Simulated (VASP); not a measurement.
The system is MgTiF4.

```
CELL_PARAMETERS angstrom
3.60304 0.00000 0.00000
0.00000 3.60304 0.00000
0.00000 0.00000 5.11337
ATOMIC_POSITIONS crystal
Mg 0.00000 0.00000 0.50000
Ti 0.50000 0.50000 0.00000
F 0.50000 0.00000 0.25521
F 0.50000 0.00000 0.74479
F 0.00000 0.50000 0.74479
F 0.00000 0.50000 0.25521
```

- Program: VASP 6.6.1
- Task: relaxation of cell and atoms
- Functional: PBE
- Potentials or basis: VASP PAW PBE potentials, release 64 (Mg, Ti_sv, F)
- Cutoff: 600 eV
- k mesh: 10 × 10 × 8
- Occupations: gaussian, width 0.01 eV
- Spin: no spin polarisation

At the start: pressure -2.0 GPa; volume 11.06 Å³/atom.

Question: Where does the relaxation end?

Answer: Over 7 steps the energy falls by 17.1 meV/atom and the volume is 10.74 Å³/atom (-2.9 %); space group P4/mmm (No. 123, to 0.1 Å) before and after.

The path:
| step | energy change (eV) | largest force (eV/Å) | pressure (GPa) | volume (Å³) |
| --- | --- | --- | --- | --- |
| 1 | 0.0000 | 0.4018 | -2.03 | 66.38 |
| 2 | -0.0665 | 0.2546 | -0.34 | 65.03 |
| 3 | -0.0934 | 0.0817 | 1.71 | 63.63 |
| 4 | -0.0935 | 0.0658 | 1.90 | 63.51 |
| 5 | -0.1021 | 0.0390 | -0.26 | 64.60 |
| 6 | -0.1024 | 0.0233 | 0.06 | 64.44 |
| 7 | -0.1025 | 0.0042 | 0.02 | 64.47 |

Final structure:
```
CELL_PARAMETERS angstrom
3.50246 0.00000 0.00000
0.00000 3.50246 0.00000
0.00000 0.00000 5.25516
ATOMIC_POSITIONS crystal
Mg 0.00000 0.00000 0.50000
Ti 0.50000 0.50000 0.00000
F 0.50000 0.00000 0.26440
F 0.50000 0.00000 0.73560
F 0.00000 0.50000 0.73560
F 0.00000 0.50000 0.26440
```
